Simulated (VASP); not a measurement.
Wanted: the native input for a VASP 6.6.1 run.

* Task: single point
* Functional: LDA
* Potentials or basis: VASP PAW LDA potentials, release 64 (Al, Ga_d, N)
* Cutoff: 520 eV
* k mesh: 6 × 6 × 6
* Occupations: gaussian, width 0.05 eV
* Spin: no spin polarisation
* Dipole correction: no
* Further INCAR settings: ALGO = Normal; EDIFF = 1e-06; NBANDS = 41

The structure of AlGa3N4 lies in POSCAR:

```
AlGa3N4
1.0
    4.4360538796      0.2061379052      0.2061379052
    0.2061379052      4.4360538796      0.2061379052
    0.2061379052      0.2061379052      4.4360538796
Al Ga N
1 3 4
Direct
    0.0000000000      0.0000000000      0.0000000000
    0.5000000000      0.5000000000      0.0000000000
    0.5000000000      0.0000000000      0.5000000000
    0.0000000000      0.5000000000      0.5000000000
    0.7548078379      0.7548078379      0.2451921621
    0.7548078379      0.2451921621      0.7548078379
    0.2451921621      0.7548078379      0.7548078379
    0.2451921621      0.2451921621      0.2451921621
```

These files were run (other wordings do the same):

INCAR

```
PREC = Accurate
ENCUT = 520
EDIFF = 1E-6
ISMEAR = 0
SIGMA = 0.05
LREAL = False
LASPH = True
NELM = 60
ALGO = Normal
ISIF = 2
LWAVE = False
LCHARG = False
GGA = CA
NBANDS = 41
```

KPOINTS

```
Automatic mesh
0
Gamma
  6 6 6
```

Potentials or basis: VASP PAW LDA potentials, release 64 (Al, Ga_d, N).

The run is started by

```console
$ cat potpaw_LDA.64/Al/POTCAR potpaw_LDA.64/Ga_d/POTCAR potpaw_LDA.64/N/POTCAR > POTCAR
$ mpirun -np 1 vasp_std > vasp.out
```

It gave:

| Item | Value |
| --- | --- |
| Pressure | 6.0 GPa |
| Largest force | 0.985 eV/Å |
| Band gap on the k mesh | 1.72 eV |

Caveat: the cell stands under pressure.

It took 2.7 min on 1 thread of Intel Xeon 8259CL (shared host), peak memory 0.23 GiB.
